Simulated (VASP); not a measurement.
# HgTe (I-4m2) in VASP: notebook

Runs on HgTe. Level: r2SCAN. Tasks: single point.

Everything below comes from runs of VASP 6.6.1. Logs are shortened: lines on timing, memory, paths and dates and some standing lists are left out, and cuts for length are marked.

### Step 1. The cell of the first run

The structure is tetragonal, space group I-4m2 (No. 119). Conventional cell: a = 6.091 Å, b = 6.091 Å, c = 3.119 Å, α = 90.00°, β = 90.00°, γ = 90.00°. Hg (site symmetry -4m2) has 2 Hg at 3.12 Å and 8 Te at 3.14 to 3.84 Å within 4.1 Å. Te (site symmetry -4m2) has 2 Te at 3.12 Å and 8 Hg at 3.14 to 3.84 Å within 4.1 Å.

### Step 2. Single point, r2SCAN

POSCAR reads:

```
HgTe
1.0
   -3.0456030000      3.0456030000      1.5594100000
    3.0456030000     -3.0456030000      1.5594100000
    3.0456030000      3.0456030000     -1.5594100000
Hg Te
1 1
Direct
    0.2500000000      0.7500000000      0.5000000000
    0.0000000000      0.0000000000      0.0000000000
```

INCAR.step1 reads:

```
SYSTEM = HgTe
PREC = Accurate ; ENCUT = 520
ISMEAR = -1 ; SIGMA = 0.1
LREAL = .FALSE. ; LASPH = .TRUE.
NELM = 80 ; NBANDS = 16
GGA = PE ; ALGO = Normal
EDIFF = 1E-4 ; LWAVE = .TRUE.
LCHARG = .FALSE.
```

INCAR.step2 reads:

```
SYSTEM = HgTe
PREC = Accurate ; ENCUT = 520
EDIFF = 1E-6 ; ISMEAR = -1
SIGMA = 0.1 ; LREAL = .FALSE.
LASPH = .TRUE. ; NELM = 80
ALGO = Normal ; ISIF = 2
LWAVE = .FALSE. ; LCHARG = .FALSE.
METAGGA = R2SCAN ; LMIXTAU = .TRUE.
NBANDS = 16 ; ISTART = 1
```

KPOINTS reads:

```
Automatic mesh
0
G
  8 8 8
  0 0 0
```

Potentials or basis: VASP PAW PBE potentials, release 64 (Hg, Te).

Run with:

```sh
cat potpaw_PBE.64/Hg/POTCAR potpaw_PBE.64/Te/POTCAR > POTCAR
cp INCAR.step1 INCAR
mpirun -np 1 vasp_std > vasp.out
cp INCAR.step2 INCAR
mpirun -np 1 vasp_std > vasp.out
```

OUTCAR:

```text
SYSTEM = HgTe
   PREC = Accurate
   ENCUT = 520
   EDIFF = 1E-6
   ISMEAR = -1
   LREAL = .FALSE.
   LASPH = .TRUE.
   NELM = 80
   ISIF = 2
   METAGGA = R2SCAN
   ISTART = 1

 ion  position               nearest neighbor table
   1  0.250  0.750  0.500-   2 3.14   2 3.14   2 3.14   2 3.14
   2  0.000  0.000  0.000-   1 3.14   1 3.14   1 3.14   1 3.14

  LATTYP: Found a body centered tetragonal cell.
 ALAT       =     6.0912060000
 C/A-ratio  =     0.5120201156

  Lattice vectors:

 A1 = (  -3.0456030000,   3.0456030000,   1.5594100000)
 A2 = (   3.0456030000,  -3.0456030000,   1.5594100000)
 A3 = (   3.0456030000,   3.0456030000,  -1.5594100000)

Analysis of symmetry for initial positions (statically):
=====================================================================
 Subroutine PRICEL returns:
 Original cell was already a primitive cell.

 Routine SETGRP: Setting up the symmetry group for a
 body centered tetragonal supercell.

 Subroutine GETGRP returns: Found  8 space group operations
 (whereof  8 operations were pure point group operations)
 out of a pool of 16 trial point group operations.

The static configuration has the point symmetry D_2d.

Analysis of symmetry for dynamics (positions and initial velocities):
=====================================================================
 Subroutine PRICEL returns:
 Original cell was already a primitive cell.

 Routine SETGRP: Setting up the symmetry group for a
 body centered tetragonal supercell.

 Subroutine GETGRP returns: Found  8 space group operations
 (whereof  8 operations were pure point group operations)
 out of a pool of 16 trial point group operations.

The dynamic configuration has the point symmetry D_2d.

 Subroutine INISYM returns: Found  8 space group operations
 (whereof  8 operations are pure point group operations),
 and found     1 'primitive' translations

----------------------------------------------------------------------------------------

                                     Primitive cell

  volume of cell :      57.8585

  direct lattice vectors                    reciprocal lattice vectors
    -3.045603000  3.045603000  1.559410000     0.000000000  0.164171102  0.320634086
     3.045603000 -3.045603000  1.559410000     0.164171102  0.000000000  0.320634086
     3.045603000  3.045603000 -1.559410000     0.164171102  0.164171102  0.000000000

  length of vectors
     4.580737366  4.580737366  4.580737366     0.360219888  0.360219888  0.232172999

  position of ions in fractional coordinates (direct lattice)
     0.250000000  0.750000000  0.500000000
     0.000000000  0.000000000  0.000000000

  ion indices of the primitive-cell ions
   primitive index   ion index
                 1           1
                 2           2

----------------------------------------------------------------------------------------

 KPOINTS: Automatic mesh

Automatic generation of k-mesh.
 Grid dimensions read from file:
 generate k-points for:    8    8    8

 Generating k-lattice:

  Cartesian coordinates                     Fractional coordinates (reciprocal lattice)
     0.000000000  0.020521388  0.040079261     0.125000000  0.000000000  0.000000000
     0.020521388  0.000000000  0.040079261     0.000000000  0.125000000  0.000000000
     0.020521388  0.020521388  0.000000000     0.000000000  0.000000000  0.125000000

  Length of vectors
     0.045027486  0.045027486  0.029021625

  Shift w.r.t. Gamma in fractional coordinates (k-lattice)
     0.000000000  0.000000000  0.000000000

 Subroutine IBZKPT returns following result:
 ===========================================

 Found     59 irreducible k-points:

 Following reciprocal coordinates:
            Coordinates               Weight
  0.000000  0.000000  0.000000      1.000000
  0.125000  0.000000  0.000000      8.000000
  0.250000  0.000000  0.000000      8.000000
  0.375000  0.000000  0.000000      8.000000
  0.500000  0.000000  0.000000      4.000000
  0.125000  0.125000  0.000000      8.000000
[... 16 lines left out ...]
  0.250000  0.125000  0.125000     16.000000
  0.375000  0.125000  0.125000      8.000000
 [... further k-points ...]
   k-points           NKPTS =     59   k-points in BZ     NKDIM =     59   number of bands    NBANDS=     16
   number of dos      NEDOS =    301   number of ions     NIONS =      2
   total plane-waves  NPLWV =  46656
   dimension x,y,z NGX =    36 NGY =   36 NGZ =   36
   dimension x,y,z NGXF=    72 NGYF=   72 NGZF=   72
   ions per type =               1   1
   NGX,Y,Z   is equivalent  to a cutoff of  13.07, 13.07, 13.07 a.u.
   NGXF,Y,Z  is equivalent  to a cutoff of  26.13, 26.13, 26.13 a.u.
 SYSTEM =  HgTe
   PREC   = accura    normal or accurate (medium, high low for compatibility)
   ISTART =      1    job   : 0-new  1-cont  2-samecut
   ICHARG =      0    charge: 1-file 2-atom 10-const
   ISPIN  =      1    spin polarized calculation?
   LNONCOLLINEAR =      F non collinear calculations
   LSORBIT =      F    spin-orbit coupling
   LASPH  =      T    aspherical Exc in radial PAW
   ENCUT  =  520.0 eV  38.22 Ry    6.18 a.u.   8.52  8.52  8.52*2*pi/ulx,y,z
   NELM   =     80;   NELMIN=  2; NELMDL=  0     # of ELM steps
   EDIFF  = 0.1E-05   stopping-criterion for ELM
   LREAL  =      F    real-space projection
   EDIFFG = 0.1E-04   stopping-criterion for IOM
   NSW    =      0    number of steps for IOM
   IBRION =     -1    ionic relax: 0-MD 1-quasi-New 2-CG
   NFREE  =      0    steps in history (QN), initial steepest desc. (CG)
   ISIF   =      2    stress and relaxation
   ISYM   =      2    0-nonsym 1-usesym 2-fastsym
   POTIM  = 0.5000    time-step for ionic-motion
   TEBEG  =    0.0;   TEEND  =   0.0 temperature during run
   PSTRESS=    0.0 pullay stress
   NELECT =      18.0000    total number of electrons
   NUPDOWN=      -1.0000    fix difference up-down
   EMIN   =  10.00;   EMAX   =-10.00  energy-range for DOS
   EFERMI =   0.00;   METHOD = LEGACY
   ISMEAR =    -1;   SIGMA  =   0.10  broadening in eV -4-tet -1-fermi 0-gaus
   EFERMI_NEDOS =   21; number of points for ismear=-14 and -15
   IALGO  =     38    algorithm
   IMIX   =      4    mixing-type and parameters
     AMIX     =   0.40;   BMIX     =  1.00
     AMIX_MAG =   1.60;   BMIX_MAG =  1.00
  volume/ion in A,a.u.               =      28.93       195.22
  Fermi-wavevector in a.u.,A,eV,Ry     =   1.109286  2.096246 16.742166  1.230515
  Thomas-Fermi vector in A             =   2.245823
   LORBIT       =      0    0 simple, 1 ext, 2 COOP (PROOUT), +10 PAW based schemes
   METAGGA = R2SCAN    functional components
   LHFCALC =     F    Hartree Fock is set to
   AEXX    =    0.0000 exact exchange contribution
   IVDW    =     0    specifies the selected vdW correction
   LEPSILON=     F    determine dielectric tensor
   LRPA    =     F    only Hartree local field effects (RPA)
 non-spin polarized calculation
  energy-cutoff  :      520.00
  volume of cell :       57.86
 maximum number of plane-waves:      1578
 NGX is ok and might be reduce to    36
   NGX = 17   NGY = 17   NGZ = 17

 number of electron      18.0000002 magnetization

 Free energy of the ion-electron system (eV)
  ---------------------------------------------------
  ext. energy  EPLUGINS =         0.00000000
  ---------------------------------------------------
  free energy    TOTEN  =       -74.80514363 eV

  energy without entropy =      -74.78628340  energy(sigma->0) =      -74.79571352

 E-fermi :   4.3688     XC(G=0): -10.3471

 val. band max:        4.3510154196   @ k =   0.2500   0.0000   0.0000
 cond. band min:       4.3712280685   @ k =  -0.2500   0.5000   0.1250
 fundamental gap:      0.0202126489
 Fermi energy:         4.3688008492

 k-point     1 :       0.0000    0.0000    0.0000
  band No.  band energies     occupation
      1      -8.6676      2.00000
      2      -3.4619      2.00000
      3      -2.7310      2.00000
      4      -2.6671      2.00000
      5      -2.2501      2.00000
      6      -2.2501      2.00000
[... 8 lines left out ...]
     15      14.7900      0.00000
     16      16.2085      0.00000

 k-point     2 :       0.1250    0.0000    0.0000
  band No.  band energies     occupation
      1      -8.4073      2.00000
      2      -3.2296      2.00000
      3      -2.7010      2.00000
      4      -2.6876      2.00000
      5      -2.3739      2.00000
      6      -2.3687      2.00000
[... 8 lines left out ...]
     15      14.9012      0.00000
     16      14.9151      0.00000

 k-point     3 :       0.2500    0.0000    0.0000
  band No.  band energies     occupation
      1      -7.6700      2.00000
      2      -2.7630      2.00000
      3      -2.7103      2.00000
      4      -2.6439      2.00000
      5      -2.5918      2.00000
      6      -2.5618      2.00000
[... 8 lines left out ...]
     15      13.4548      0.00000
     16      14.4784      0.00000

 k-point     4 :       0.3750    0.0000    0.0000
  band No.  band energies     occupation
      1      -6.6563      2.00000
      2      -2.9397      2.00000
      3      -2.8457      2.00000
      4      -2.6852      2.00000
      5      -2.4971      2.00000
      6      -2.1972      2.00000
[... 8 lines left out ...]
     15      12.6941      0.00000
     16      16.0123      0.00000

 k-point     5 :       0.5000    0.0000    0.0000
  band No.  band energies     occupation
      1      -6.0552      2.00000
      2      -3.0379      2.00000
      3      -2.8964      2.00000
      4      -2.6269      2.00000
      5      -2.4592      2.00000
      6      -2.2084      2.00000
[... 8 lines left out ...]
     15      14.7459      0.00000
     16      15.0998      0.00000

 k-point     6 :       0.1250    0.1250    0.0000
  band No.  band energies     occupation
      1      -7.7253      2.00000
      2      -2.7396      2.00000
      3      -2.6890      2.00000
      4      -2.6387      2.00000
      5      -2.6172      2.00000
      6      -2.5747      2.00000
[... 8 lines left out ...]
     15      13.3544      0.00000
     16      13.5112      0.00000

 k-point     7 :       0.2500    0.1250    0.0000
  band No.  band energies     occupation
      1      -6.7267      2.00000
      2      -2.9453      2.00000
      3      -2.8808      2.00000
      4      -2.6743      2.00000
      5      -2.5160      2.00000
      6      -2.1352      2.00000
[... 8 lines left out ...]
     15      12.9707      0.00000
     16      14.5376      0.00000

 k-point     8 :       0.3750    0.1250    0.0000
  band No.  band energies     occupation
      1      -6.0547      2.00000
      2      -3.0602      2.00000
      3      -2.9228      2.00000
      4      -2.6138      2.00000
      5      -2.4649      2.00000
      6      -2.1340      2.00000
[... 8 lines left out ...]
     15      14.1627      0.00000
     16      15.1480      0.00000

 k-point     9 :       0.5000    0.1250   -0.0000
  band No.  band energies     occupation
      1      -6.5510      2.00000
      2      -2.9548      2.00000
      3      -2.8214      2.00000
      4      -2.6416      2.00000
      5      -2.4788      2.00000
      6      -2.2752      2.00000
[... 8 lines left out ...]
     15      13.8473      0.00000
     16      15.4998      0.00000
[... 172 lines left out ...]
 k-point    19 :       0.5000    0.3750    0.0000
  band No.  band energies     occupation
      1      -7.9450      2.00000
      2      -3.2482      2.00000
      3      -2.9503      2.00000
      4      -2.8528      2.00000
      5      -2.3483      2.00000
      6      -2.2894      2.00000
[... 8 lines left out ...]
     15      15.7715      0.00000
     16      16.4913      0.00000

 k-point    20 :      -0.3750    0.3750    0.0000
  band No.  band energies     occupation
      1      -8.2315      2.00000
      2      -3.4877      2.00000
      3      -2.9557      2.00000
      4      -2.8933      2.00000
      5      -2.2388      2.00000
      6      -2.2023      2.00000
[... 8 lines left out ...]
     15      15.4858      0.00000
     16      17.3859      0.00000

 k-point    21 :       0.5000    0.5000    0.0000
  band No.  band energies     occupation
      1      -8.1413      2.00000
      2      -3.4999      2.00000
      3      -3.0141      2.00000
      4      -2.9977      2.00000
      5      -2.2230      2.00000
      6      -2.1956      2.00000
[... 8 lines left out ...]
     15      15.4488      0.00000
     16      15.7803      0.00000

 k-point    22 :       0.1250    0.1250    0.1250
  band No.  band energies     occupation
      1      -7.5680      2.00000
      2      -2.8106      2.00000
      3      -2.7278      2.00000
      4      -2.6402      2.00000
      5      -2.6119      2.00000
      6      -2.5169      2.00000
[... 8 lines left out ...]
     15      13.2681      0.00000
     16      14.0504      0.00000

 k-point    23 :       0.2500    0.1250    0.1250
  band No.  band energies     occupation
      1      -6.5888      2.00000
      2      -2.9530      2.00000
      3      -2.8212      2.00000
      4      -2.6791      2.00000
      5      -2.5036      2.00000
      6      -2.2472      2.00000
[... 8 lines left out ...]
     15      12.9628      0.00000
     16      14.5091      0.00000

 k-point    24 :       0.3750    0.1250    0.1250
  band No.  band energies     occupation
      1      -6.0162      2.00000
      2      -3.0706      2.00000
      3      -2.8448      2.00000
      4      -2.6140      2.00000
      5      -2.4765      2.00000
      6      -2.2100      2.00000
[... 8 lines left out ...]
     15      13.4973      0.00000
     16      14.2976      0.00000

 [... further k-points ...]
[... 5 lines left out ...]
  --------------------------------------------------------------------------------------
  -------------------------------------------------------------------------------------
  Total       -0.5829745     -0.5829745     -0.2526324      0.0000000     -0.0000000      0.0000000
  in kB      -16.1433346    -16.1433346     -6.9957250      0.0000000     -0.0000000      0.0000000
  external PRESSURE =     -13.0941314 kB  Pullay stress =       0.0000000 kB

 VOLUME and BASIS-vectors are now :
 -----------------------------------------------------------------------------
  energy-cutoff  :      520.00
  volume of cell :       57.86
      direct lattice vectors                 reciprocal lattice vectors
    -3.045603000  3.045603000  1.559410000     0.000000000  0.164171102  0.320634086
     3.045603000 -3.045603000  1.559410000     0.164171102  0.000000000  0.320634086
     3.045603000  3.045603000 -1.559410000     0.164171102  0.164171102  0.000000000

 POSITION                                       TOTAL-FORCE (eV/Angst)
 -----------------------------------------------------------------------------------
      3.04560      0.00000      0.77970        -0.000000     -0.000000     -0.000000
      0.00000      0.00000      0.00000         0.000000      0.000000      0.000000
 -----------------------------------------------------------------------------------
    total drift:                                0.000000     -0.000000      0.000000

  FREE ENERGIE OF THE ION-ELECTRON SYSTEM (eV)
  ---------------------------------------------------
  free  energy   TOTEN  =       -74.8051436325 eV

  energy  without entropy=      -74.7862834000  energy(sigma->0) =      -74.79571352
```

Wall time 5.6 min (1 thread of Intel Xeon 8259CL, shared host); peak memory 0.25 GiB.

Results:

```
Free energy            : -74.8051 eV
Pressure               : -1.3 GPa
Band gap on the k mesh : zero (bands 9 and 10 overlap by 3.08 eV)
```

Levels at points of the mesh, in eV from the Fermi level:
```csv
k point,band 5,band 6,band 7,band 8,band 9,band 10,band 11,band 12,band 13,band 14
"(0.00, 0.00, 0.00)",-6.62,-6.62,-3.48,-2.66,-2.66,3.58,4.91,7.28,7.28,9.45
"(0.50, 0.00, 0.00)",-6.83,-6.58,-4.88,-2.14,-1.28,-0.05,3.37,4.07,6.18,8.52
"(0.50, 0.50, 0.00)",-6.59,-6.56,-6.41,-1.10,1.49,2.27,2.98,3.62,9.16,10.94
"(0.50, 0.50, 0.50)",-6.59,-6.51,-4.55,-4.55,-4.52,3.24,7.64,8.52,8.52,12.21
```

Caveat: the PAW data sets were made with another functional, which shifts forces and pressure a little; spin-orbit coupling is left out, which moves the levels of the heavy elements.

### Step 3. Single point, r2SCAN

This run uses another cell than the first one, of 29.51 Å³/atom.

POSCAR reads:

```
HgTe
1.0
   -3.0657731441      3.0657731441      1.5697375195
    3.0657731441     -3.0657731441      1.5697375195
    3.0657731441      3.0657731441     -1.5697375195
Hg Te
1 1
Direct
    0.2500000000      0.7500000000      0.5000000000
    0.0000000000      0.0000000000      0.0000000000
```

INCAR.step1 reads:

```
SYSTEM = HgTe
PREC     = Accurate       ! precision mode
ENCUT    = 520            ! plane-wave cutoff, eV
ISMEAR   = -1             ! smearing method
SIGMA    = 0.1            ! smearing width, eV
LREAL    = .False.        ! projectors in reciprocal space
LASPH    = .True.         ! aspherical terms in the spheres
NELM     = 80             ! most SCF steps
NBANDS   = 16             ! bands
GGA      = PE             ! functional
ALGO     = Normal         ! electronic algorithm
EDIFF    = 1E-4           ! SCF threshold, eV
LWAVE    = .True.         ! write WAVECAR
LCHARG   = .False.        ! write CHGCAR
```

INCAR.step2 reads:

```
SYSTEM = HgTe
PREC     = Accurate       ! precision mode
ENCUT    = 520            ! plane-wave cutoff, eV
EDIFF    = 1E-6           ! SCF threshold, eV
ISMEAR   = -1             ! smearing method
SIGMA    = 0.1            ! smearing width, eV
LREAL    = .False.        ! projectors in reciprocal space
LASPH    = .True.         ! aspherical terms in the spheres
NELM     = 80             ! most SCF steps
ALGO     = Normal         ! electronic algorithm
ISIF     = 2              ! what is computed and relaxed
LWAVE    = .False.        ! write WAVECAR
LCHARG   = .True.         ! write CHGCAR
METAGGA  = R2SCAN         ! meta-GGA
LMIXTAU  = .True.       
LELF     = .True.         ! ELF
LVHAR    = .True.       
NBANDS   = 16             ! bands
ISTART   = 1
```

KPOINTS reads:

```
Automatic mesh
0
Gamma
  8 8 8
  0 0 0
```

Potentials or basis: VASP PAW PBE potentials, release 64 (Hg, Te).

Run with:

```sh
cat potpaw_PBE.64/Hg/POTCAR potpaw_PBE.64/Te/POTCAR > POTCAR
cp INCAR.step1 INCAR
mpirun -np 1 vasp_std > vasp.out
cp INCAR.step2 INCAR
mpirun -np 1 vasp_std > vasp.out
```

Run time: 5.8 min. Hardware: 1 thread of Intel Xeon 8259CL, shared host; peak memory 0.25 GiB.

It converged, with:

```yaml
Free_energy: -74.7931 eV
Pressure: -2.1 GPa
Band_gap_on_the_k_mesh: zero (bands 9 and 10 overlap by 2.99 eV)
```

Stress tensor (GPa, compression positive):
```
-2.31  0.00  0.00
 0.00 -2.31  0.00
 0.00  0.00 -1.65
```

Levels at points of the mesh, in eV from the Fermi level:
| k point | band 5 | band 6 | band 7 | band 8 | band 9 | band 10 | band 11 | band 12 | band 13 | band 14 |
| --- | --- | --- | --- | --- | --- | --- | --- | --- | --- | --- |
| (0.00, 0.00, 0.00) | -6.57 | -6.57 | -3.46 | -2.58 | -2.58 | 3.48 | 4.94 | 7.23 | 7.23 | 9.40 |
| (0.50, 0.00, 0.00) | -6.77 | -6.51 | -4.79 | -2.11 | -1.24 | -0.02 | 3.33 | 4.11 | 6.16 | 8.48 |
| (0.50, 0.50, 0.00) | -6.54 | -6.52 | -6.32 | -1.09 | 1.43 | 2.31 | 2.95 | 3.62 | 9.11 | 10.88 |
| (0.50, 0.50, 0.50) | -6.54 | -6.47 | -4.44 | -4.41 | -4.41 | 3.16 | 7.62 | 8.39 | 8.39 | 12.16 |

Caveat: the PAW data sets were made with another functional, which shifts forces and pressure a little; spin-orbit coupling is left out, which moves the levels of the heavy elements.

The gap in the log of VASP goes by the Fermi energy; the results here count the filled bands.